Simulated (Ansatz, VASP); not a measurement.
## BN: VASP beside Ansatz

Contents of INCAR:

```
SYSTEM = BN
  PREC = Accurate
  ENCUT = 520
  EDIFF = 1E-7
  ISMEAR = -1
  SIGMA = 0.02
  LREAL = .FALSE.
  LASPH = .TRUE.
  NELM = 80
  ALGO = Normal
  ISIF = 2
  LWAVE = .FALSE.
  LCHARG = .TRUE.
  GGA = PE
  LELF = .TRUE.
  LVHAR = .TRUE.
  NBANDS = 11
```

File KPOINTS:

```
Automatic mesh
0
G
  12 12 12
  0 0 0
```

POSCAR

```
BN
1.0
   -0.0107435385      1.7525406610      1.7525406610
    1.7525406610     -0.0107435385      1.7525406610
    1.7525406610      1.7525406610     -0.0107435385
B N
1 1
Direct
    0.0000000000      0.0000000000      0.0000000000
    0.5000000000      0.5000000000      0.5000000000
```

Input for Ansatz:

```yaml
crystal:
  lattice:
    - [-0.0107435385, 1.752540661, 1.752540661]
    - [1.752540661, -0.0107435385, 1.752540661]
    - [1.752540661, 1.752540661, -0.0107435385]
  atoms:
    - { symbol: B, position: [0.0, 0.0, 0.0] }
    - { symbol: "N", position: [0.5, 0.5, 0.5] }
kpoints:
  mp_grid: { grid: [12, 12, 12] }
  band_path:
    path:
      - [0.0, 0.0, 0.0]
      - [0.5, 0.0, 0.5]
      - [0.625, 0.25, 0.625]
      - [0.375, 0.375, 0.75]
      - [0.5, 0.5, 0.5]
      - [0.5, 0.25, 0.75]
      - [0.0, 0.166667, -0.167969]
      - [0.0, 0.5, 0.5]
    npoints: 1
hamiltonian:
  xc: pbe
scf:
  occupations: { method: fermi_dirac, width: 0.02 }
  n_extra_bands: 4
output:
  forces: true
  stress: true
  eigenvalues: true
```

Change from the starting cell: epitaxial_111 strain +1.0%.

Alike in both runs: task single point; functional PBE; k mesh 12 × 12 × 12; occupations fermi-dirac, width 0.02 eV; no spin polarisation.

|  | VASP | Ansatz |
| --- | --- | --- |
| version | VASP 6.6.1 | Ansatz 0.2.0 |
| potentials or method | VASP PAW PBE potentials, release 64 (B, N) | plane waves, PAW |
| plane-wave cutoff (eV) | 520 | 420 |
| valence electrons in the cell | 8 | 8 |

```tsv
	VASP	Ansatz	Ansatz less VASP
gap on the k mesh at the Fermi level (eV)	0.99	1.00	+0.005
pressure (GPa)	-4.0	-3.9	+0.10
traceless stress, the component that is largest in VASP (GPa)	3.72	3.71	-0.006
```

The functional is the same, so the differences come from potentials, cutoffs and numerics.
